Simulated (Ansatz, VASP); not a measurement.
**BaZrO3: VASP beside Ansatz**

```xyz
5
Lattice="4.4156 0.0000 0.0000 0.0000 4.2054 0.0000 0.0000 0.0000 4.2054" Properties=species:S:1:pos:R:3 pbc="T T T"
Ba    0.0000    0.0000    0.0000
Zr    2.2078    2.1027    2.1027
O     2.2078    2.1027    0.0000
O     2.2078    0.0000    2.1027
O     0.0000    2.1027    2.1027
```

Change from the starting cell: uniaxial_x strain +5.0%.

Alike in both runs: task single point; functional r2SCAN; k mesh 6 × 6 × 6; no spin polarisation.

|  | VASP | Ansatz |
| --- | --- | --- |
| version | VASP 6.6.1 | Ansatz 0.2.0 |
| potentials or method | VASP PAW PBE potentials, release 64 (Ba_sv, Zr_sv, O) | plane waves, PAW |
| plane-wave cutoff (eV) | 520 | 500 |
| occupations | gaussian, width 0.01 eV | fixed |
| valence electrons in the cell | 40 | 40 |

Ansatz gave:

```
gap on the k mesh at the Fermi level (eV)                     : 3.50
pressure (GPa)                                                : -6.7
traceless stress, the component that is largest in VASP (GPa) : -5.66
```

Estimate VASP's values.

gap on the k mesh at the Fermi level (eV): 3.45; pressure (GPa): -5.8; traceless stress, the component that is largest in VASP (GPa): -5.81.

VASP's potentials were made for PBE, not for r2SCAN.

Spin-orbit coupling is off throughout.
